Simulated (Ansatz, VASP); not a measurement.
MgO in VASP and in Ansatz

```
Mg O
1.0
     3.39244    0.00000    0.00000
    -1.69622    2.93794    0.00000
     0.00000    0.00000    4.89123
Mg O
2 2
Direct
  0.33333 0.66667 0.00632
  0.66667 0.33333 0.50632
  0.33333 0.66667 0.39828
  0.66667 0.33333 0.89828
```

Alike in both runs: task single point; functional PBE; k mesh 9 × 9 × 6; occupations gaussian, width 0.05 eV; no spin polarisation.

|  | VASP | Ansatz |
| --- | --- | --- |
| version | VASP 6.6.1 | Ansatz 0.2.0 |
| potentials or method | VASP PAW PBE potentials, release 64 (Mg, O) | scalar-relativistic, plane waves, PAW |
| plane-wave cutoff (eV) | 600 | 420 |
| valence electrons in the cell | 16 | 32 |

|  | VASP | Ansatz | Ansatz less VASP |
| --- | --- | --- | --- |
| gap on the k mesh at the Fermi level (eV) | 3.29 | 3.31 | +0.019 |
| pressure (GPa) | -0.4 | 0.2 | +0.63 |
| traceless stress, the component that is largest in VASP (GPa) | 9.21 | 9.08 | -0.131 |
| rms of the force components (eV/Å) | 0.459 | 0.454 | -0.0044 |

Atom by atom the forces differ by 0.004 eV/Å (rms over components). VASP's potentials hold 16 valence electrons a cell and Ansatz's 32, so a difference there can come from the potentials and not from the codes.
